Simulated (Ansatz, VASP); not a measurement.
**Sb: VASP beside Ansatz**

```
Sb
1.0
     8.75449    0.00000    0.00000
    -4.37724    7.58161    0.00000
     0.00000    0.00000    3.27819
Sb
6
Cartesian
  2.9286 0.0000 1.6391
  -1.4643 2.5362 2.7318
  2.9130 5.0454 0.5464
  5.8259 0.0000 1.6391
  -2.9130 5.0454 2.7318
  1.4643 2.5362 0.5464
```

Alike in both runs: functional PBE; k mesh 6 × 6 × 10; occupations gaussian, width 0.1 eV; no spin polarisation.

Ansatz relaxed the structure, and its values are those at the end. VASP's run is a single point on that final structure, the one shown.

|  | VASP | Ansatz |
| --- | --- | --- |
| version | VASP 6.6.1 | Ansatz 0.2.0 |
| potentials or method | VASP PAW PBE potentials, release 64 (Sb), cutoff 520 eV | scalar-relativistic, plane waves, PAW |
| valence electrons in the cell | 30 | 90 |

Ansatz gave:

* gap on the k mesh at the Fermi level (eV): none
* pressure (GPa): 0.0
* rms of the force components (eV/Å): 0.001

Question: Estimate VASP's values.

Answer: gap on the k mesh at the Fermi level (eV): none; pressure (GPa): 0.0; rms of the force components (eV/Å): 0.009.

A gap of «none» marks a metal or a gap that the smearing closes. VASP's potentials hold 30 valence electrons a cell and Ansatz's 90, so a difference there can come from the potentials and not from the codes.

Spin-orbit coupling is off throughout.
